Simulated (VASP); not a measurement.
# PdC18 in VASP: a series of runs, part 2 of 2

VASP 6.6.1. Earlier steps stand in the parts before.

**4. Single point, LDA**

INCAR reads:

```
PREC = Accurate
ENCUT = 520
EDIFF = 1E-6
ISMEAR = -1
SIGMA = 0.05
LREAL = Auto
LASPH = True
NELM = 60
ALGO = Normal
ISIF = 2
LWAVE = False
LCHARG = False
GGA = CA
NBANDS = 56
```

KPOINTS reads:

```
regular mesh
0
Gamma
  2 2 1
```

POSCAR reads:

```
PdC18
1.0
    7.3980000000      0.0000000000      0.0000000000
   -3.6990000000      6.4068560000      0.0000000000
    0.0000000000      0.0000000000     11.0000000000
C Pd
18 1
Direct
   -0.0073525674      0.0001315778      0.0891161818
    0.2148296949      0.1116802063      0.0891229091
   -0.0076199033      0.3331765222      0.0867045455
    0.2145411780      0.4452150946      0.0872120000
   -0.0070672446      0.6665913827      0.0872259091
    0.2151075630      0.7786330768      0.0867093636
    0.3258226676      0.0000627453      0.0886237273
    0.5484247666      0.1116778651      0.0891207273
    0.3233556272      0.3317901948      0.0913360000
    0.5473239474      0.4430669271      0.0977007273
    0.3252362842      0.6665934118      0.0872074545
    0.5474770660      0.7800265840      0.0913370000
    0.6590609896      0.0001295487      0.0891151818
    0.8816675201      0.1117502875      0.0886158182
    0.6600171018      0.3317944090      0.0913345455
    0.8822507904      0.4452225866      0.0872267273
    0.6601749543      0.6687621823      0.0976977273
    0.8841295228      0.7800233063      0.0913437273
    0.6035843534      0.5558910642      0.2759773636
```

Potentials or basis: VASP PAW LDA potentials, release 64 (C, Pd).

The run is started by

```console
cat potpaw_LDA.64/C/POTCAR potpaw_LDA.64/Pd/POTCAR > POTCAR
mpirun -np 1 vasp_std > vasp.out
```

OUTCAR:

```text
PREC = Accurate
   ENCUT = 520
   EDIFF = 1E-6
   ISMEAR = -1
   LREAL = Auto
   LASPH = True
   NELM = 60
   ISIF = 2
   GGA = CA

 ion  position               nearest neighbor table
   1  0.993  0.000  0.089-  18 1.41   2 1.42  14 1.43
   2  0.215  0.112  0.089-   9 1.41   1 1.42   7 1.43
   3  0.992  0.333  0.087-  14 1.42   4 1.42  16 1.42
   4  0.215  0.445  0.087-  11 1.42   3 1.42   9 1.42
   5  0.993  0.667  0.087-  16 1.42   6 1.42  18 1.42
   6  0.215  0.779  0.087-   7 1.42  11 1.42   5 1.42
   7  0.326  0.000  0.089-   6 1.42   8 1.43   2 1.43
   8  0.548  0.112  0.089-  15 1.41  13 1.42   7 1.43
   9  0.323  0.332  0.091-   2 1.41   4 1.42  10 1.44
  10  0.547  0.443  0.098-  15 1.44   9 1.44  17 1.45  19 2.09
  11  0.325  0.667  0.087-   4 1.42   6 1.42  12 1.42
  12  0.547  0.780  0.091-  13 1.41  11 1.42  17 1.44
  13  0.659  0.000  0.089-  12 1.41   8 1.42  14 1.43
  14  0.882  0.112  0.089-   3 1.42   1 1.43  13 1.43
  15  0.660  0.332  0.091-   8 1.41  16 1.42  10 1.44
  16  0.882  0.445  0.087-   5 1.42   3 1.42  15 1.42
[... 206 lines left out ...]
 Fermi energy:        -0.8991751817

 k-point     1 :       0.0000    0.0000    0.0000
  band No.  band energies     occupation
      1     -20.4259      2.00000
      2     -18.0713      2.00000
      3     -17.8839      2.00000
      4     -17.8031      2.00000
      5     -17.8030      2.00000
      6     -17.7714      2.00000
[... 213 lines left out ...]
     52       4.3114      0.00000
     53       4.5556      0.00000
 [bands above 53 left out]

------------------------ aborting loop because EDIFF is reached ----------------------------------------

  FORCE on cell =-STRESS in cart. coord.  units (eV):
  Direction    XX          YY          ZZ          XY          YZ          ZX
  --------------------------------------------------------------------------------------
  -------------------------------------------------------------------------------------
  Total       -3.2119589     -7.8421995      0.0318908     -0.0100381      0.0046748     -0.0007729
  in kB       -9.8702598    -24.0988597      0.0979995     -0.0308467      0.0143656     -0.0023750
  external PRESSURE =     -11.2903733 kB  Pullay stress =       0.0000000 kB

 VOLUME and BASIS-vectors are now :
 -----------------------------------------------------------------------------
  energy-cutoff  :      520.00
  volume of cell :      521.38
      direct lattice vectors                 reciprocal lattice vectors
     7.398000000  0.000000000  0.000000000     0.135171668  0.078041398  0.000000000
    -3.699000000  6.406856000  0.000000000     0.000000000  0.156082796  0.000000000
     0.000000000  0.000000000 11.000000000     0.000000000  0.000000000  0.090909091

 POSITION                                       TOTAL-FORCE (eV/Angst)
 -----------------------------------------------------------------------------------
      7.34312      0.00084      0.98028         0.000467     -0.002151     -0.001039
      1.17620      0.71552      0.98035        -0.003830     -0.001059     -0.002082
      6.10921      2.13461      0.95375         0.003163     -0.006756     -0.004626
     -0.05968      2.85243      0.95933         0.009300      0.004950      0.002423
      4.87999      4.27075      0.95949        -0.005514     -0.006455     -0.000010
     -1.28880      4.98859      0.95380        -0.005789      0.003231     -0.002917
[... 11 lines left out ...]
      3.65548      4.99750      1.00478         0.005202     -0.004001      0.000267
      2.40908      3.56151      3.03575         0.000977      0.001427      0.082802
 -----------------------------------------------------------------------------------
    total drift:                               -0.014587     -0.017593      0.010147

  FREE ENERGIE OF THE ION-ELECTRON SYSTEM (eV)
  ---------------------------------------------------
  free  energy   TOTEN  =      -184.6065151292 eV

  energy  without entropy=     -184.5682635320  energy(sigma->0) =     -184.58738933
```

Wall time 6 min (1 thread of Oxide Virtual Turin-like, shared host); peak memory 0.38 GiB.

What came out:

| Item | Value |
| --- | --- |
| Free energy | -184.6065 eV |
| Largest force | 0.083 eV/Å |
| Band gap on the k mesh | 0.05 eV, direct |

Forces on the atoms (eV/Å):
```
C    0.000 -0.002 -0.001
C   -0.004 -0.001 -0.002
C    0.003 -0.007 -0.005
C    0.009  0.005  0.002
C   -0.006 -0.006  0.000
C   -0.006  0.003 -0.003
C   -0.004 -0.011 -0.002
C   -0.003  0.009 -0.003
C   -0.004  0.000 -0.002
C    0.001 -0.021 -0.033
C    0.005 -0.007 -0.002
C   -0.001 -0.003 -0.001
C   -0.009 -0.002  0.000
C   -0.004  0.009 -0.002
C    0.012  0.007  0.003
C    0.000  0.014 -0.005
C    0.003  0.017 -0.027
C    0.005 -0.004  0.000
Pd   0.001  0.001  0.083
```

Caveat: the k points lie up to 0.49 Å⁻¹ apart.

**5. Single point, LDA**

INCAR reads:

```
SYSTEM = PdC18
PREC     = Accurate       ! precision mode
ENCUT    = 520            ! plane-wave cutoff, eV
EDIFF    = 1E-7           ! SCF threshold, eV
ISMEAR   = -1             ! smearing method
SIGMA    = 0.05           ! smearing width, eV
LREAL    = Auto         
LASPH    = .True.         ! aspherical terms in the spheres
NELM     = 100            ! most SCF steps
ALGO     = Normal         ! electronic algorithm
ISIF     = 2              ! what is computed and relaxed
LWAVE    = .False.        ! write WAVECAR
LCHARG   = .True.         ! write CHGCAR
GGA      = CA             ! functional
LELF     = .True.         ! ELF
LVHAR    = .True.       
NBANDS   = 56             ! bands
```

KPOINTS reads:

```
regular mesh
0
Gamma
  2 2 1
  0 0 0
```

POSCAR reads:

```
PdC18
1.0
    7.3980000000      0.0000000000      0.0000000000
   -3.6990000000      6.4068560000      0.0000000000
    0.0000000000      0.0000000000     11.0000000000
C Pd
18 1
Direct
   -0.0075105306      0.0000627453      0.0886237273
    0.2150914332      0.1116778651      0.0891207273
   -0.0099777061      0.3317901948      0.0913360000
    0.2139906141      0.4430669271      0.0977007273
   -0.0080970492      0.6665934118      0.0872074545
    0.2141437327      0.7800265840      0.0913370000
    0.3257276562      0.0001295487      0.0891151818
    0.5483341867      0.1117502875      0.0886158182
    0.3266837684      0.3317944090      0.0913345455
    0.5489174571      0.4452225866      0.0872267273
    0.3268416210      0.6687621823      0.0976977273
    0.5507961895      0.7800233063      0.0913437273
    0.6593140993      0.0001315778      0.0891161818
    0.8814963616      0.1116802063      0.0891229091
    0.6590467634      0.3331765222      0.0867045455
    0.8812078447      0.4452150946      0.0872120000
    0.6595994221      0.6665913827      0.0872259091
    0.8817742297      0.7786330768      0.0867093636
    0.2702510201      0.5558910642      0.2759773636
```

Potentials or basis: VASP PAW LDA potentials, release 64 (C, Pd).

The run is started by

```console
cat potpaw_LDA.64/C/POTCAR potpaw_LDA.64/Pd/POTCAR > POTCAR
mpirun -np 1 vasp_std > vasp.out
```

OUTCAR:

```text
SYSTEM = PdC18
   PREC = Accurate
   ENCUT = 520
   EDIFF = 1E-7
   ISMEAR = -1
   LREAL = Auto
   LASPH = .True.
   NELM = 100
   ISIF = 2
   GGA = CA

 ion  position               nearest neighbor table
   1  0.992  0.000  0.089-  18 1.42   2 1.43  14 1.43
   2  0.215  0.112  0.089-   9 1.41   7 1.42   1 1.43
   3  0.990  0.332  0.091-  14 1.41  16 1.42   4 1.44
   4  0.214  0.443  0.098-   9 1.44   3 1.44  11 1.45  19 2.09
   5  0.992  0.667  0.087-  16 1.42  18 1.42   6 1.42
   6  0.214  0.780  0.091-   7 1.41   5 1.42  11 1.44
   7  0.326  0.000  0.089-   6 1.41   2 1.42   8 1.43
   8  0.548  0.112  0.089-  15 1.42  13 1.43   7 1.43
   9  0.327  0.332  0.091-   2 1.41  10 1.42   4 1.44
  10  0.549  0.445  0.087-  17 1.42  15 1.42   9 1.42
  11  0.327  0.669  0.098-  12 1.44   6 1.44   4 1.45  19 2.09
  12  0.551  0.780  0.091-  13 1.41  17 1.42  11 1.44
  13  0.659  0.000  0.089-  12 1.41  14 1.42   8 1.43
  14  0.881  0.112  0.089-   3 1.41  13 1.42   1 1.43
  15  0.659  0.333  0.087-   8 1.42  16 1.42  10 1.42
  16  0.881  0.445  0.087-   5 1.42  15 1.42   3 1.42
  17  0.660  0.667  0.087-  10 1.42  18 1.42  12 1.42
  18  0.882  0.779  0.087-   1 1.42   5 1.42  17 1.42
[... 207 lines left out ...]
  band No.  band energies     occupation
      1     -20.4259      2.00000
      2     -18.0713      2.00000
      3     -17.8839      2.00000
      4     -17.8031      2.00000
      5     -17.8030      2.00000
      6     -17.7714      2.00000
[... 213 lines left out ...]
     52       4.3116      0.00000
     53       4.5556      0.00000
 [bands above 53 left out]

------------------------ aborting loop because EDIFF is reached ----------------------------------------

  FORCE on cell =-STRESS in cart. coord.  units (eV):
  Direction    XX          YY          ZZ          XY          YZ          ZX
  --------------------------------------------------------------------------------------
  -------------------------------------------------------------------------------------
  Total       -3.2063310     -7.8438562      0.0329283     -0.0007823      0.0076313     -0.0009887
  in kB       -9.8529654    -24.1039507      0.1011877     -0.0024039      0.0234507     -0.0030383
  external PRESSURE =     -11.2852428 kB  Pullay stress =       0.0000000 kB

 VOLUME and BASIS-vectors are now :
 -----------------------------------------------------------------------------
  energy-cutoff  :      520.00
  volume of cell :      521.38
      direct lattice vectors                 reciprocal lattice vectors
     7.398000000  0.000000000  0.000000000     0.135171668  0.078041398  0.000000000
    -3.699000000  6.406856000  0.000000000     0.000000000  0.156082796  0.000000000
     0.000000000  0.000000000 11.000000000     0.000000000  0.000000000  0.090909091

 POSITION                                       TOTAL-FORCE (eV/Angst)
 -----------------------------------------------------------------------------------
      7.34220      0.00040      0.97486        -0.003974     -0.011436      0.000414
      1.17815      0.71550      0.98033         0.000138     -0.002184     -0.000538
      6.09689      2.12573      1.00470        -0.001481     -0.000364     -0.000463
     -0.05580      2.83867      1.07471         0.002009     -0.022801     -0.032461
      4.87237      4.27077      0.95928         0.000225     -0.006092     -0.001068
     -1.30108      4.99752      1.00471        -0.005979     -0.002056     -0.001686
[... 11 lines left out ...]
      3.64320      4.98859      0.95380         0.004427      0.003675     -0.001084
     -0.05692      3.56151      3.03575         0.001535      0.000772      0.082698
 -----------------------------------------------------------------------------------
    total drift:                               -0.013986      0.006209      0.003259

  FREE ENERGIE OF THE ION-ELECTRON SYSTEM (eV)
  ---------------------------------------------------
  free  energy   TOTEN  =      -184.6064276587 eV

  energy  without entropy=     -184.5681759887  energy(sigma->0) =     -184.58730182
```

OSZICAR:

```text
N       E                     dE             d eps       ncg     rms          rms(c)
DAV:   1     0.623890530066E+03    0.62389E+03   -0.34417E+04   448   0.119E+03
DAV:   2    -0.105558884139E+03   -0.72945E+03   -0.69517E+03   640   0.285E+02
DAV:   3    -0.197559085470E+03   -0.92000E+02   -0.90785E+02   544   0.104E+02
[... 17 lines left out ...]
DAV:  21    -0.184606410832E+03   -0.14217E-04   -0.25528E-06   432   0.323E-03    0.225E-03
DAV:  22    -0.184606425670E+03   -0.14838E-04   -0.23751E-06   392   0.215E-03    0.103E-03
DAV:  23    -0.184606427231E+03   -0.15608E-05   -0.19750E-07   360   0.964E-04    0.429E-04
DAV:  24    -0.184606427631E+03   -0.40026E-06   -0.63073E-08   328   0.564E-04    0.144E-04
DAV:  25    -0.184606427659E+03   -0.27747E-07   -0.93674E-09   392   0.339E-04
   1 F= -.18460643E+03 E0= -.18458730E+03  d E =-.382517E-01
```

stdout:

```text
POSCAR found type information on POSCAR C Pd
 POSCAR found :  2 types and      19 ions
 scaLAPACK will be used
 LDA part: xc-table for (Slater(with rela. corr.)+CA(PZ))
 , standard interpolation
 POSCAR, INCAR and KPOINTS ok, starting setup
 FFT: planning ... GRIDC
 FFT: planning ... GRID_SOFT
 FFT: planning ... GRID
 WAVECAR not read
 entering main loop
```

Wall time 6.7 min (1 thread of Oxide Virtual Turin-like, shared host); peak memory 0.38 GiB.

What came out:

```
Free energy            : -184.6064 eV
Largest force          : 0.083 eV/Å
Band gap on the k mesh : 0.05 eV, direct
```

Forces on the atoms (eV/Å):
```
C   -0.004 -0.011  0.000
C    0.000 -0.002 -0.001
C   -0.001  0.000  0.000
C    0.002 -0.023 -0.032
C    0.000 -0.006 -0.001
C   -0.006 -0.002 -0.002
C   -0.010 -0.002  0.000
C   -0.002  0.006  0.001
C    0.002 -0.003  0.003
C   -0.004  0.009 -0.002
C    0.003  0.020 -0.035
C    0.005 -0.001 -0.003
C    0.003 -0.005  0.000
C   -0.005  0.004 -0.004
C    0.001 -0.003  0.000
C    0.005  0.018 -0.003
C    0.004 -0.002 -0.004
C    0.004  0.004 -0.001
Pd   0.002  0.001  0.083
```

Levels at points of the mesh, in eV from the valence-band top:
```
           k point  band 37  band 38  band 39  band 40  band 41  band 42  band 43  band 44  band 45  band 46
(0.00, 0.00, 0.00)    -1.90    -1.72    -1.72    -0.16     0.00     0.05     0.24     0.88     3.58     4.10
(0.50, 0.00, 0.00)    -1.83    -1.77    -1.65    -1.49    -1.21     0.90     1.52     2.35     2.36     2.37
(0.00, 0.50, 0.00)    -1.86    -1.79    -1.46    -1.40    -1.36     0.82     1.57     2.28     2.31     2.41
(0.50, 0.50, 0.00)    -1.83    -1.77    -1.65    -1.49    -1.21     0.90     1.52     2.35     2.36     2.37
```

Caveat: the k points lie up to 0.49 Å⁻¹ apart.
